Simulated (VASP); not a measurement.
# Zn (P6_3/mmc) in VASP: single point with LDA

Aim: the single point of Zn with LDA.

Program: VASP 6.6.1. These are calculated values, not measurements. Logs are shortened: lines on timing, memory, paths and dates and some standing lists are left out, and cuts for length are marked.

## Step 1: The cell of the first run

Symmetry: P6_3/mmc, No. 194, hexagonal system. The conventional cell has a = 2.551 Å, b = 2.551 Å, c = 4.851 Å, α = 90.00°, β = 90.00°, γ = 120.00°. Zn (site symmetry -6m2) has 12 Zn at 2.55 to 2.84 Å within 3.4 Å.

## Step 2: Single point, LDA

Input file INCAR:

```
SYSTEM = Zn
ALGO = Fast ; EDIFF = 1E-7
ENCUT = 520 ; ISIF = 2
ISMEAR = 0 ; ISYM = 0
LASPH = .True. ; LCHARG = .True.
LELF = .True. ; LREAL = .False.
LVHAR = .True. ; LWAVE = .False.
NBANDS = 19 ; NELM = 60
PREC = Accurate ; SIGMA = 0.1
```

Input file KPOINTS:

```
k-points
0
Gamma
  14 7 17
  0 0 0
```

Input file POSCAR:

```
Zn
1.0
    2.5514179379      0.0000000000      0.0000000000
   -1.2757089690      5.3302878937      0.0000000000
    1.2757089690      0.9159543008      2.0108027848
Zn
2
Direct
    0.0833333333      0.7500000000      0.5833333333
    0.9166666667      0.2500000000      0.4166666667
```

Potentials or basis: VASP PAW LDA potentials, release 64 (Zn).

Run with:

```bash
$ cat potpaw_LDA.64/Zn/POTCAR > POTCAR
$ mpirun -np 1 vasp_std > vasp.out
```

OUTCAR:

```text
SYSTEM = Zn
   EDIFF = 1E-7
   ENCUT = 520
   ISIF = 2
   ISMEAR = 0
   ISYM = 0
   LASPH = .True.
   LREAL = .False.
   NELM = 60
   PREC = Accurate

 ion  position               nearest neighbor table
   1  0.083  0.750  0.583-   2 2.84   2 2.84   2 2.84   2 2.84   2 2.84   2 2.84
   2  0.917  0.250  0.417-   1 2.84   1 2.84   1 2.84   1 2.84   1 2.84   1 2.84

IMPORTANT INFORMATION: All symmetrisations will be switched off!
NOSYMM: (Re-)initialisation of all symmetry stuff for point group C_1.

----------------------------------------------------------------------------------------

                                     Primitive cell

  volume of cell :      27.3465

  direct lattice vectors                    reciprocal lattice vectors
     2.551417938  0.000000000  0.000000000     0.391938924  0.093803564 -0.291385999
    -1.275708969  5.330287894  0.000000000     0.000000000  0.187607127 -0.085458184
     1.275708969  0.915954301  2.010802785     0.000000000  0.000000000  0.497313813

  length of vectors
     2.551417938  5.480821326  2.551417938     0.497313813  0.206154155  0.497313813

  position of ions in fractional coordinates (direct lattice)
     0.083333333  0.750000000  0.583333333
     0.916666667  0.250000000  0.416666667

  ion indices of the primitive-cell ions
   primitive index   ion index
                 1           1
                 2           2

----------------------------------------------------------------------------------------

 KPOINTS: k-points

Automatic generation of k-mesh.
 Grid dimensions read from file:
 generate k-points for:   14    7   17

 Generating k-lattice:

  Cartesian coordinates                     Fractional coordinates (reciprocal lattice)
     0.027995637  0.006700255 -0.020813286     0.071428571  0.000000000  0.000000000
     0.000000000  0.026801018 -0.012208312     0.000000000  0.142857143  0.000000000
     0.000000000  0.000000000  0.029253754     0.000000000  0.000000000  0.058823529

  Length of vectors
     0.035522415  0.029450594  0.029253754

  Shift w.r.t. Gamma in fractional coordinates (k-lattice)
     0.000000000  0.000000000  0.000000000

 -----------------------------------------------------------------------------
|                                                                             |
|           W    W    AA    RRRRR   N    N  II  N    N   GGGG   !!!           |
|           W    W   A  A   R    R  NN   N  II  NN   N  G    G  !!!           |
|           W    W  A    A  R    R  N N  N  II  N N  N  G       !!!           |
|           W WW W  AAAAAA  RRRRR   N  N N  II  N  N N  G  GGG   !            |
|           WW  WW  A    A  R   R   N   NN  II  N   NN  G    G                |
[... 64 lines left out ...]
   NELM   =     60;   NELMIN=  2; NELMDL= -5     # of ELM steps
   EDIFF  = 0.1E-06   stopping-criterion for ELM
   LREAL  =      F    real-space projection
   EDIFFG = 0.1E-05   stopping-criterion for IOM
   NSW    =      0    number of steps for IOM
   IBRION =     -1    ionic relax: 0-MD 1-quasi-New 2-CG
   NFREE  =      0    steps in history (QN), initial steepest desc. (CG)
   ISIF   =      2    stress and relaxation
   ISYM   =      0    0-nonsym 1-usesym 2-fastsym
   POTIM  = 0.5000    time-step for ionic-motion
   TEBEG  =    0.0;   TEEND  =   0.0 temperature during run
   PSTRESS=    0.0 pullay stress
   NELECT =      24.0000    total number of electrons
   NUPDOWN=      -1.0000    fix difference up-down
   EMIN   =  10.00;   EMAX   =-10.00  energy-range for DOS
   EFERMI =   0.00;   METHOD = LEGACY
   ISMEAR =     0;   SIGMA  =   0.10  broadening in eV -4-tet -1-fermi 0-gaus
   EFERMI_NEDOS =   21; number of points for ismear=-14 and -15
   IALGO  =     68    algorithm
   IMIX   =      4    mixing-type and parameters
     AMIX     =   0.40;   BMIX     =  1.00
     AMIX_MAG =   1.60;   BMIX_MAG =  1.00
  volume/ion in A,a.u.               =      13.67        92.27
  Fermi-wavevector in a.u.,A,eV,Ry     =   1.567393  2.961944 33.425730  2.456722
  Thomas-Fermi vector in A             =   2.669580
   LORBIT       =      0    0 simple, 1 ext, 2 COOP (PROOUT), +10 PAW based schemes
   GGA     = CA    functional components
   LHFCALC =     F    Hartree Fock is set to
   AEXX    =    0.0000 exact exchange contribution
   IVDW    =     0    specifies the selected vdW correction
   LEPSILON=     F    determine dielectric tensor
   LRPA    =     F    only Hartree local field effects (RPA)
 non-spin polarized calculation
 RMM-DIIS sequential band-by-band and
 Gauss-broadening in eV      SIGMA  =   0.10
  energy-cutoff  :      520.00
  volume of cell :       27.35
 maximum number of plane-waves:       750
   NGX =  9   NGY = 21   NGZ =  9

 number of electron      23.9999995 magnetization

 Free energy of the ion-electron system (eV)
  ---------------------------------------------------
  ext. energy  EPLUGINS =         0.00000000
  ---------------------------------------------------
  free energy    TOTEN  =        -3.74540717 eV

  energy without entropy =       -3.74264590  energy(sigma->0) =       -3.74402654

 E-fermi :   3.6081     XC(G=0): -12.4568

 val. band max:        3.6072392146   @ k =  -0.3571   0.4286   0.4118
 cond. band min:       3.6106912248   @ k =   0.3571  -0.1429   0.1765
 fundamental gap:      0.0034520101
 Fermi energy:         3.6081043030

 k-point     1 :       0.0000    0.0000    0.0000
  band No.  band energies     occupation
      1      -7.6047      2.00000
      2      -5.5767      2.00000
      3      -4.7026      2.00000
      4      -4.3878      2.00000
      5      -4.3876      2.00000
      6      -4.3328      2.00000
[... 505 lines left out ...]
      6      -4.3435      2.00000
[... 11 lines left out ...]
     18      23.5900      0.00000
     19      24.1392      0.00000

 [... further k-points ...]
[... 5 lines left out ...]
  --------------------------------------------------------------------------------------
  -------------------------------------------------------------------------------------
  Total        0.3073822     -0.0670716      0.2061522      0.0251979      0.0770298     -0.0262687
  in kB       18.0089166     -3.9295925     12.0780469      1.4762935      4.5130239     -1.5390307
  external PRESSURE =       8.7191237 kB  Pullay stress =       0.0000000 kB

 VOLUME and BASIS-vectors are now :
 -----------------------------------------------------------------------------
  energy-cutoff  :      520.00
  volume of cell :       27.35
      direct lattice vectors                 reciprocal lattice vectors
     2.551417938  0.000000000  0.000000000     0.391938924  0.093803564 -0.291385999
    -1.275708969  5.330287894  0.000000000     0.000000000  0.187607127 -0.085458184
     1.275708969  0.915954301  2.010802785     0.000000000  0.000000000  0.497313813

 POSITION                                       TOTAL-FORCE (eV/Angst)
 -----------------------------------------------------------------------------------
     -0.00000      4.53202      1.17297        -0.000737     -0.000484     -0.000428
      2.55142      1.71422      0.83783         0.000737      0.000484      0.000428
 -----------------------------------------------------------------------------------
    total drift:                               -0.000000      0.000000      0.000000

  FREE ENERGIE OF THE ION-ELECTRON SYSTEM (eV)
  ---------------------------------------------------
  free  energy   TOTEN  =        -3.7454071704 eV

  energy  without entropy=       -3.7426459035  energy(sigma->0) =       -3.74402654
```

stdout:

```text
POSCAR found type information on POSCAR Zn
 POSCAR found :  1 types and       2 ions
 scaLAPACK will be used
 LDA part: xc-table for (Slater(with rela. corr.)+CA(PZ))
 , standard interpolation
 -----------------------------------------------------------------------------
[... 34 lines left out ...]
 num prob WARNING in EDDRMM: call to ZHEGV failed, returncode =   6  3     19
WARNING in EDDRMM: call to ZHEGV failed, returncode =   8  4     17
WARNING in EDDRMM: call to ZHEGV failed, returncode =   8  4     17
 num prob WARNING in EDDRMM: call to ZHEGV failed, returncode =   8  4     18
WARNING in EDDRMM: call to ZHEGV failed, returncode =   6  3     17
WARNING in EDDRMM: call to ZHEGV failed, returncode =   8  4     17
WARNING in EDDRMM: call to ZHEGV failed, returncode =   8  4     18
```

It took 6.2 min on 1 thread of Intel Xeon Platinum 8259CL at 2.50GHz (Skylake/Cascade Lake), shared host; peak memory 0.42 GiB.

Results:

| Quantity | Value |
| --- | --- |
| Free energy | -3.7454 eV |
| Pressure | 0.9 GPa |
| Band gap on the k mesh | zero (bands 12 and 13 overlap by 4.82 eV) |

Stress tensor (GPa, compression positive):
```
 1.80  0.15 -0.15
 0.15 -0.39  0.45
-0.15  0.45  1.21
```

Levels at points of the mesh, in eV from the Fermi level:
```csv
k point,band 10,band 11,band 12,band 13,band 14,band 15
"(0.00, 0.00, 0.00)",-7.27,-7.27,-4.19,-3.21,13.76,17.84
"(0.50, 0.00, 0.00)",-7.02,-2.07,-2.07,0.51,0.51,10.54
```
